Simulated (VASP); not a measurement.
Here is a VASP 6.6.1 calculation.

File INCAR:

```
ALGO = Normal
EDIFF = 1E-6
ENCUT = 520
GGA = PS
ISIF = 2
ISMEAR = -1
ISPIN = 2
LASPH = True
LCHARG = True
LELF = True
LMAXMIX = 4
LORBIT = 11
LREAL = False
LVHAR = True
LWAVE = False
MAGMOM = 0 3
NBANDS = 20
NELM = 150
PREC = Accurate
SIGMA = 0.05
```

Contents of KPOINTS:

```
k-points
0
Gamma
  10 10 7
```

File POSCAR:

```
FePt
1.0
    2.7235000000      0.0000000000      0.0000000000
    0.0000000000      2.7235000000      0.0000000000
    0.0000000000      0.0000000000      3.7200000000
Pt Fe
1 1
Direct
    0.5000000000      0.5000000000      0.5000000000
    0.0000000000      0.0000000000      0.0000000000
```

Potentials or basis: VASP PAW PBE potentials, release 64 (Pt, Fe).

Launch:

```bash
$ cat potpaw_PBE.64/Pt/POTCAR potpaw_PBE.64/Fe/POTCAR > POTCAR
$ mpirun -np 1 vasp_std > vasp.out
```

Task: What does it give for the pressure?

Result: -6.3 GPa.

Task: Estimate the net moment.

Result: 3.27 μB per cell.

Task: Estimate the site moments.

Result: Pt +0.34; Fe +2.90 μB.

Stress tensor (GPa, compression positive):
```
-6.62  0.00  0.00
 0.00 -6.62  0.00
 0.00  0.00 -5.67
```

Caveat: the PAW data sets were made with another functional, which shifts forces and pressure a little.
